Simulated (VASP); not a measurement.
A run of VASP 6.6.1 is set up as follows.

The input INCAR:

```
  PREC = Accurate
  ENCUT = 600
  EDIFF = 1E-6
  ISMEAR = 0
  SIGMA = 0.2
  LREAL = False
  LASPH = True
  NELM = 120
  ALGO = Normal
  ISIF = 2
  LWAVE = False
  LCHARG = True
  GGA = PE
  LELF = True
  LVHAR = True
  NBANDS = 15
  GGA_COMPAT = False
```

KPOINTS

```
regular mesh
0
Gamma
  7 7 7
```

Contents of POSCAR:

```
ZrC
1.0
    0.0000000000      2.3552689669      2.3552689669
    2.3552689669      0.0000000000      2.3552689669
    2.3552689669      2.3552689669      0.0000000000
Zr C
1 1
Direct
    0.0000000000      0.0000000000      0.0000000000
    0.5000000000      0.5000000000      0.5000000000
```

Potentials or basis: VASP PAW PBE potentials, release 64 (Zr_sv, C).

Launch:

```console
$ cat potpaw_PBE.64/Zr_sv/POTCAR potpaw_PBE.64/C/POTCAR > POTCAR
$ mpirun -np 1 vasp_std > vasp.out
```

**Question.** Predict the band gap on the k mesh.

**Answer.** Zero (band 8 reaches 10.48 eV, above the bottom of band 9 at 9.20 eV).

**Question.** Predict the pressure.

**Answer.** 0.0 GPa.
